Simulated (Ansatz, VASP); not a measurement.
**NaF in VASP and in Ansatz**

```xyz
2
Lattice="0.0000 2.3505 2.3505 2.3505 0.0000 2.3505 2.3505 2.3505 0.0000" Properties=species:S:1:pos:R:3 pbc="T T T"
Na    0.0000    0.0000    0.0000
F     2.3505    2.3505    2.3505
```

Alike in both runs: functional PBE; k mesh 8 × 8 × 8; no spin polarisation.

Ansatz relaxed the structure, and its values are those at the end. VASP's run is a single point on that final structure, the one shown.

|  | VASP | Ansatz |
| --- | --- | --- |
| version | VASP 6.6.1 | Ansatz 0.2.0 |
| potentials or method | VASP PAW PBE potentials, release 64 (Na_pv, F), cutoff 600 eV | scalar-relativistic, plane waves, PAW |
| occupations | gaussian, width 0.01 eV | fixed |
| valence electrons in the cell | 14 | 16 |

Ansatz gave:

- gap on the k mesh at the Fermi level (eV): 6.09
- least direct gap on the mesh (eV): 6.09
- pressure (GPa): 0.0

Which values does VASP return?

gap on the k mesh at the Fermi level (eV): 6.07; least direct gap on the mesh (eV): 6.07; pressure (GPa): -0.3.

VASP's potentials hold 14 valence electrons a cell and Ansatz's 16, so a difference there can come from the potentials and not from the codes.
